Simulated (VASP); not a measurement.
Input of a VASP 6.6.1 run:

File INCAR:

```
PREC = Accurate
ENCUT = 520
EDIFF = 1E-7
ISMEAR = 0
SIGMA = 0.1
LREAL = False
LASPH = True
NELM = 150
ALGO = Normal
ISIF = 2
LWAVE = False
LCHARG = False
ISPIN = 2
MAGMOM = 7.18 0.38 0.38 0.38
LORBIT = 11
LMAXMIX = 6
GGA = PE
NBANDS = 30
```

File KPOINTS:

```
Automatic mesh
0
Gamma
  12 12 12
```

File POSCAR:

```
EuS3
1.0
    0.0000000000      3.4389176630      3.4389176630
    3.4389176630      0.0000000000      3.4389176630
    3.4389176630      3.4389176630      0.0000000000
Eu S
1 3
Direct
    0.0000000000      0.0000000000      0.0000000000
    0.7500000000      0.7500000000      0.7500000000
    0.5000000000      0.5000000000      0.5000000000
    0.2500000000      0.2500000000      0.2500000000
```

Potentials or basis: VASP PAW PBE potentials, release 64 (Eu, S).

Command:

```sh
$ cat potpaw_PBE.64/Eu/POTCAR potpaw_PBE.64/S/POTCAR > POTCAR
$ mpirun -np 1 vasp_std > vasp.out
```

Question: Predict the net moment.

Answer: 8.04 μB per cell.

Question: Predict the pressure.

Answer: -0.1 GPa.

Caveat: a cell with one magnetic atom can't hold antiferromagnetic order, which such compounds often take. The state reached can hang on the start; a lower one may exist.
